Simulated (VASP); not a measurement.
# Ni (Fm-3m) in VASP: single point with PBE

Aim: the single point of Ni with PBE.

Everything below comes from runs of VASP 6.6.1. Logs are shortened: lines on timing, memory, paths and dates and some standing lists are left out, and cuts for length are marked.

## (1) The cell of the first run

It takes space group Fm-3m (No. 225, cubic). The conventional cell has a = 3.538 Å, b = 3.538 Å, c = 3.538 Å, α = 90.00°, β = 90.00°, γ = 90.00°. Ni (site symmetry m-3m) has 12 Ni at 2.50 Å within 3.3 Å.

## (2) Single point, PBE, collinear spin

Input file INCAR:

```
SYSTEM = Ni
PREC = Accurate
ENCUT = 520
EDIFF = 1E-7
ISMEAR = 0
SIGMA = 0.1
LREAL = .False.
LASPH = .True.
NELM = 150
ALGO = Normal
ISIF = 2
LWAVE = .False.
LCHARG = .False.
ISPIN = 2
MAGMOM = 0 2
LORBIT = 11
LMAXMIX = 4
GGA = PE
NBANDS = 21
```

Input file KPOINTS:

```
regular mesh
0
Gamma
  14 14 7
  0 0 0
```

Input file POSCAR:

```
Ni
1.0
    0.0000000000      1.7689500000      1.7689500000
    1.7689500000      0.0000000000      1.7689500000
    3.5379000000      3.5379000000      0.0000000000
Ni
2
Direct
    0.0000000000      0.0000000000      0.0000000000
    0.0000000000      0.0000000000      0.5000000000
```

Potentials or basis: VASP PAW PBE potentials, release 64 (Ni).

Started as:

```console
cat potpaw_PBE.64/Ni/POTCAR > POTCAR
mpirun -np 1 vasp_std > vasp.out
```

OUTCAR:

```text
SYSTEM = Ni
   PREC = Accurate
   ENCUT = 520
   EDIFF = 1E-7
   ISMEAR = 0
   LREAL = .False.
   LASPH = .True.
   NELM = 150
   ISIF = 2
   ISPIN = 2
   LORBIT = 11
   GGA = PE

 ion  position               nearest neighbor table
   1  0.000  0.000  0.000-   2 2.50   2 2.50   2 2.50   2 2.50   2 2.50   2 2.50
   2  0.000  0.000  0.500-   1 2.50   1 2.50   1 2.50   1 2.50   1 2.50   1 2.50

  LATTYP: Found a trigonal (rhomboedric) cell.
 ALAT       =     4.3330248805
 COS(alpha) =     0.8333333333

  Lattice vectors:

 A1 = (   3.5379000000,   1.7689500000,  -1.7689500000)
 A2 = (   1.7689500000,   1.7689500000,  -3.5379000000)
 A3 = (   1.7689500000,   3.5379000000,  -1.7689500000)

Analysis of symmetry for initial positions (statically):
=====================================================================
 Subroutine PRICEL returns following result:

  LATTYP: Found a face centered cubic cell.
 ALAT       =     3.5379000000

  Lattice vectors:

 A1 = (   0.0000000000,   1.7689500000,   1.7689500000)
 A2 = (   1.7689500000,   0.0000000000,   1.7689500000)
 A3 = (   1.7689500000,   1.7689500000,   0.0000000000)

   2 primitive cells build up your supercell.

 Routine SETGRP: Setting up the symmetry group for a
 trigonal (rhombohedral) supercell.

 Subroutine GETGRP returns: Found 12 space group operations
 (whereof 12 operations were pure point group operations)
 out of a pool of 12 trial point group operations.

The static configuration has the point symmetry D_3d.

Analysis of symmetry for dynamics (positions and initial velocities):
=====================================================================
 Subroutine PRICEL returns following result:

  LATTYP: Found a face centered cubic cell.
 ALAT       =     3.5379000000

  Lattice vectors:

 A1 = (   0.0000000000,   1.7689500000,   1.7689500000)
 A2 = (   1.7689500000,   0.0000000000,   1.7689500000)
 A3 = (   1.7689500000,   1.7689500000,   0.0000000000)

   2 primitive cells build up your supercell.

 Routine SETGRP: Setting up the symmetry group for a
 trigonal (rhombohedral) supercell.

 Subroutine GETGRP returns: Found 12 space group operations
 (whereof 12 operations were pure point group operations)
 out of a pool of 12 trial point group operations.

The dynamic configuration has the point symmetry D_3d.

Analysis of structural, dynamic, and magnetic symmetry:
=====================================================================
 Subroutine PRICEL returns:
 Original cell was already a primitive cell.

 Routine SETGRP: Setting up the symmetry group for a
 trigonal (rhombohedral) supercell.

 Subroutine GETGRP returns: Found 12 space group operations
 (whereof 12 operations were pure point group operations)
 out of a pool of 12 trial point group operations.

The overall configuration has the point symmetry D_3d.

 Subroutine INISYM returns: Found 12 space group operations
 (whereof 12 operations are pure point group operations),
 and found     1 'primitive' translations

----------------------------------------------------------------------------------------

                                     Primitive cell

  volume of cell :      22.1415

  direct lattice vectors                    reciprocal lattice vectors
     0.000000000  1.768950000  1.768950000    -0.282653552  0.282653552  0.282653552
     1.768950000  0.000000000  1.768950000     0.282653552 -0.282653552  0.282653552
     3.537900000  3.537900000  0.000000000     0.141326776  0.141326776 -0.141326776

  length of vectors
     2.501673081  2.501673081  5.003346162     0.489570312  0.489570312  0.244785156

  position of ions in fractional coordinates (direct lattice)
     0.000000000  0.000000000  0.000000000
     0.000000000  0.000000000  0.500000000

  ion indices of the primitive-cell ions
   primitive index   ion index
                 1           1
                 2           2

----------------------------------------------------------------------------------------

[... 35 lines left out ...]
|                                                                             |
 -----------------------------------------------------------------------------

 Subroutine IBZKPT returns following result:
 ===========================================

 Found    144 irreducible k-points:

 Following reciprocal coordinates:
            Coordinates               Weight
  0.000000  0.000000  0.000000      1.000000
  0.071429  0.000000  0.000000      6.000000
  0.142857  0.000000  0.000000      6.000000
  0.214286  0.000000  0.000000      6.000000
  0.285714  0.000000  0.000000      6.000000
  0.357143  0.000000  0.000000      6.000000
[... 16 lines left out ...]
  0.214286  0.142857  0.000000     12.000000
  0.285714  0.142857  0.000000     12.000000
 [... further k-points ...]
   k-points           NKPTS =    144   k-points in BZ     NKDIM =    144   number of bands    NBANDS=     21
   number of dos      NEDOS =    301   number of ions     NIONS =      2
   total plane-waves  NPLWV =  16000
   dimension x,y,z NGX =    20 NGY =   20 NGZ =   40
   dimension x,y,z NGXF=    40 NGYF=   40 NGZF=   80
   ions per type =               2
   NGX,Y,Z   is equivalent  to a cutoff of  13.29, 13.29, 13.29 a.u.
   NGXF,Y,Z  is equivalent  to a cutoff of  26.58, 26.58, 26.58 a.u.
 SYSTEM =  Ni
   PREC   = accura    normal or accurate (medium, high low for compatibility)
   ISTART =      0    job   : 0-new  1-cont  2-samecut
   ICHARG =      2    charge: 1-file 2-atom 10-const
   ISPIN  =      2    spin polarized calculation?
   LNONCOLLINEAR =      F non collinear calculations
   LSORBIT =      F    spin-orbit coupling
   LASPH  =      T    aspherical Exc in radial PAW
   ENCUT  =  520.0 eV  38.22 Ry    6.18 a.u.   4.65  4.65  9.30*2*pi/ulx,y,z
   NELM   =    150;   NELMIN=  2; NELMDL= -5     # of ELM steps
   EDIFF  = 0.1E-06   stopping-criterion for ELM
   LREAL  =      F    real-space projection
   EDIFFG = 0.1E-05   stopping-criterion for IOM
   NSW    =      0    number of steps for IOM
   IBRION =     -1    ionic relax: 0-MD 1-quasi-New 2-CG
   NFREE  =      0    steps in history (QN), initial steepest desc. (CG)
   ISIF   =      2    stress and relaxation
   ISYM   =      2    0-nonsym 1-usesym 2-fastsym
   POTIM  = 0.5000    time-step for ionic-motion
   TEBEG  =    0.0;   TEEND  =   0.0 temperature during run
   PSTRESS=    0.0 pullay stress
   NELECT =      20.0000    total number of electrons
   NUPDOWN=      -1.0000    fix difference up-down
   EMIN   =  10.00;   EMAX   =-10.00  energy-range for DOS
   EFERMI =   0.00;   METHOD = LEGACY
   ISMEAR =     0;   SIGMA  =   0.10  broadening in eV -4-tet -1-fermi 0-gaus
   EFERMI_NEDOS =   21; number of points for ismear=-14 and -15
   IALGO  =     38    algorithm
   IMIX   =      4    mixing-type and parameters
     AMIX     =   0.40;   BMIX     =  1.00
     AMIX_MAG =   1.60;   BMIX_MAG =  1.00
  volume/ion in A,a.u.               =      11.07        74.71
  Fermi-wavevector in a.u.,A,eV,Ry     =   1.582520  2.990530 34.074027  2.504370
  Thomas-Fermi vector in A             =   2.682431
   LORBIT       =     11    0 simple, 1 ext, 2 COOP (PROOUT), +10 PAW based schemes
   GGA     = PE    functional components
   LHFCALC =     F    Hartree Fock is set to
   AEXX    =    0.0000 exact exchange contribution
   IVDW    =     0    specifies the selected vdW correction
   LEPSILON=     F    determine dielectric tensor
   LRPA    =     F    only Hartree local field effects (RPA)
 spin polarized calculation
 Gauss-broadening in eV      SIGMA  =   0.10
  energy-cutoff  :      520.00
  volume of cell :       22.14
 maximum number of plane-waves:       609
   NGX =  9   NGY =  9   NGZ = 19

 number of electron      20.0000019 magnetization       1.2070623

 Free energy of the ion-electron system (eV)
  ---------------------------------------------------
  ext. energy  EPLUGINS =         0.00000000
  ---------------------------------------------------
  free energy    TOTEN  =       -10.93959966 eV

  energy without entropy =      -10.91884939  energy(sigma->0) =      -10.92922452

 E-fermi :   9.1320     XC(G=0): -13.1531

 val. band max:        9.1249372700   @ k =   0.3571   0.2143   0.0000
 cond. band min:       9.1358219470   @ k =  -0.2857   0.4286   0.1429
 fundamental gap:      0.0108846771
 Fermi energy:         9.1319718459

 spin component 1

 k-point     1 :       0.0000    0.0000    0.0000
  band No.  band energies     occupation
      1       0.2464      1.00000
      2       4.4001      1.00000
      3       6.7536      1.00000
      4       6.7536      1.00000
      5       6.7536      1.00000
      6       6.7744      1.00000
[... 565 lines left out ...]
     20      35.5552      0.00000
     21      38.2328      0.00000

 [... further k-points ...]

 spin component 2

 k-point     1 :       0.0000    0.0000    0.0000
  band No.  band energies     occupation
      1       0.2030      1.00000
      2       4.8162      1.00000
      3       7.3712      1.00000
      4       7.3712      1.00000
      5       7.4857      1.00000
      6       7.4857      1.00000
[... 565 lines left out ...]
     20      35.5613      0.00000
     21      38.3200      0.00000

 [... further k-points ...]

------------------------ aborting loop because EDIFF is reached ----------------------------------------

  FORCE on cell =-STRESS in cart. coord.  units (eV):
  Direction    XX          YY          ZZ          XY          YZ          ZX
  --------------------------------------------------------------------------------------
  -------------------------------------------------------------------------------------
  Total       -0.4499546     -0.4499546     -0.4499546     -0.0000041      0.0000041      0.0000041
  in kB      -32.5591194    -32.5591194    -32.5591194     -0.0002952      0.0002952      0.0002952
  external PRESSURE =     -32.5591194 kB  Pullay stress =       0.0000000 kB

 VOLUME and BASIS-vectors are now :
 -----------------------------------------------------------------------------
  energy-cutoff  :      520.00
  volume of cell :       22.14
      direct lattice vectors                 reciprocal lattice vectors
     0.000000000  1.768950000  1.768950000    -0.282653552  0.282653552  0.282653552
     1.768950000  0.000000000  1.768950000     0.282653552 -0.282653552  0.282653552
     3.537900000  3.537900000  0.000000000     0.141326776  0.141326776 -0.141326776

 POSITION                                       TOTAL-FORCE (eV/Angst)
 -----------------------------------------------------------------------------------
      0.00000      0.00000      0.00000         0.000000      0.000000      0.000000
      1.76895      1.76895      0.00000        -0.000000     -0.000000      0.000000
 -----------------------------------------------------------------------------------
    total drift:                               -0.000000     -0.000000     -0.000000

  FREE ENERGIE OF THE ION-ELECTRON SYSTEM (eV)
  ---------------------------------------------------
  free  energy   TOTEN  =       -10.9395996578 eV

  energy  without entropy=      -10.9188493855  energy(sigma->0) =      -10.92922452

 total charge

# of ion       s       p       d       tot
------------------------------------------
    1        0.490   0.482   8.308   9.280
    2        0.490   0.482   8.308   9.280
--------------------------------------------------
tot          0.979   0.965  16.615  18.559

 magnetization (x)

# of ion       s       p       d       tot
------------------------------------------
    1       -0.008  -0.026   0.651   0.618
    2       -0.008  -0.026   0.651   0.618
--------------------------------------------------
tot         -0.015  -0.052   1.303   1.236
```

It used 430 s of CPU time on 1 thread of AMD EPYC 7R13 Processor (Zen 3) (shared host).

Results:

| Item | Value |
| --- | --- |
| Free energy | -10.9396 eV |
| Pressure | -3.3 GPa |
| Net moment | 1.21 μB per cell |
| Site moments | Ni +0.62 μB |
| Valence electrons inside the program's atomic spheres | Ni 9.28 |
